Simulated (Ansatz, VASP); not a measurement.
One calculation of KF, two programs

Contents of INCAR:

```
SYSTEM = KF
ALGO     = Normal         ! electronic algorithm
EDIFF    = 1E-6           ! SCF threshold, eV
ENCUT    = 520            ! plane-wave cutoff, eV
GGA      = PE             ! functional
ISIF     = 2              ! what is computed and relaxed
ISMEAR   = -1             ! smearing method
LASPH    = .TRUE.         ! aspherical terms in the spheres
LCHARG   = .FALSE.        ! write CHGCAR
LREAL    = .FALSE.        ! projectors in reciprocal space
LWAVE    = .FALSE.        ! write WAVECAR
NBANDS   = 15             ! bands
NELM     = 80             ! most SCF steps
PREC     = Accurate       ! precision mode
SIGMA    = 0.02           ! smearing width, eV
```

KPOINTS

```
k-points
0
G
  8 8 8
  0 0 0
```

File POSCAR:

```
KF
1.0
    3.1788706815     -0.0349675775      0.0000000000
   -0.0349675775      3.1788706815      0.0000000000
    0.0000000000      0.0000000000      3.1788706815
K F
1 1
Direct
    0.0000000000      0.0000000000      0.0000000000
    0.5000000000      0.5000000000      0.5000000000
```

Input for Ansatz:

```yaml
crystal:
  lattice:
    - [3.1788706815, -0.0349675775, 0.0]
    - [-0.0349675775, 3.1788706815, 0.0]
    - [0.0, 0.0, 3.1788706815]
  atoms:
    - { symbol: K, position: [0.0, 0.0, 0.0] }
    - { symbol: F, position: [0.5, 0.5, 0.5] }
kpoints:
  mp_grid: { grid: [8, 8, 8] }
  band_path:
    path: [[0.0, 0.0, 0.0], [0.0, 0.5, 0.0], [0.5, 0.5, 0.0], [0.5, 0.5, 0.5]]
    npoints: 1
hamiltonian:
  xc: pbe
scf:
  occupations: { method: fermi_dirac, width: 0.02 }
  n_extra_bands: 4
output:
  forces: true
  stress: true
  eigenvalues: true
```

Change from the starting cell: shear_xy strain -2.2%.

Alike in both runs: task single point; functional PBE; k mesh 8 × 8 × 8; occupations fermi-dirac, width 0.02 eV; no spin polarisation.

```csv
,VASP,Ansatz
version,VASP 6.6.1,Ansatz 0.2.0
potentials or method,"VASP PAW PBE potentials, release 64 (K_sv, F)","plane waves, PAW"
plane-wave cutoff (eV),520,420
valence electrons in the cell,16,16
```

```tsv
	VASP	Ansatz	Ansatz less VASP
gap on the k mesh at the Fermi level (eV)	6.80	6.82	+0.020
pressure (GPa)	3.0	3.0	-0.06
traceless stress, the component that is largest in VASP (GPa)	0.26	0.24	-0.018
```

With one functional, cell and mesh, what is left measures potentials, basis and numerics.
